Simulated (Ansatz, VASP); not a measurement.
## Two plane-wave programs on LiBr

File INCAR:

```
SYSTEM = LiBr
ALGO     = Normal         ! electronic algorithm
EDIFF    = 1E-8           ! SCF threshold, eV
ENCUT    = 650            ! plane-wave cutoff, eV
GGA      = PE             ! functional
GGA_COMPAT= .False.      
ISIF     = 2              ! what is computed and relaxed
ISMEAR   = -1             ! smearing method
LASPH    = .True.         ! aspherical terms in the spheres
LCHARG   = .False.        ! write CHGCAR
LEFG     = .True.       
LREAL    = .False.        ! projectors in reciprocal space
LWAVE    = .False.        ! write WAVECAR
NBANDS   = 12             ! bands
NELM     = 120            ! most SCF steps
PREC     = Accurate       ! precision mode
SIGMA    = 0.08           ! smearing width, eV
```

File KPOINTS:

```
k-points
0
Gamma
  12 12 12
  0 0 0
```

POSCAR

```
LiBr
1.0
    0.0000000000      2.7363030834      2.7363030834
    2.7363030834      0.0000000000      2.7363030834
    2.7363030834      2.7363030834      0.0000000000
Li Br
1 1
Direct
    0.0000000000      0.0000000000      0.0000000000
    0.5000000000      0.5000000000      0.5000000000
```

Input for Ansatz:

```yaml
crystal:
  lattice:
    - [0.0, 2.7363030834, 2.7363030834]
    - [2.7363030834, 0.0, 2.7363030834]
    - [2.7363030834, 2.7363030834, 0.0]
  atoms:
    - { symbol: Li, position: [0.0, 0.0, 0.0] }
    - { symbol: Br, position: [0.5, 0.5, 0.5] }
kpoints:
  mp_grid: { grid: [12, 12, 12] }
scf:
  occupations: { method: fermi_dirac, width: 0.08 }
hamiltonian:
  xc: pbe
  pseudopotentials: { kind: paw }
output:
  forces: true
  stress: true
  eigenvalues: true
  efg: { contact_densities: true }
```

Change from the starting cell: volume scaled by 0.98, PAW files.

Alike in both runs: task electric field gradients; functional PBE; k mesh 12 × 12 × 12; occupations fermi-dirac, width 0.08 eV; no spin polarisation.

|  | VASP | Ansatz |
| --- | --- | --- |
| version | VASP 6.6.1 | Ansatz 0.2.0 |
| potentials or method | VASP PAW PBE potentials, release 64 (Li_sv, Br) | PAW with Ansatz's default frozen-core files, scalar-relativistic |
| plane-wave cutoff (eV) | 650 | 420 |
| valence electrons in the cell | 10 | 10 |

Ansatz gave:

| Item | Value |
| --- | --- |
| gap on the k mesh at the Fermi level (eV) | 5.00 |
| pressure (GPa) | 0.6 |

What did VASP give for the same quantities?

gap on the k mesh at the Fermi level (eV): 5.01; pressure (GPa): 0.5.
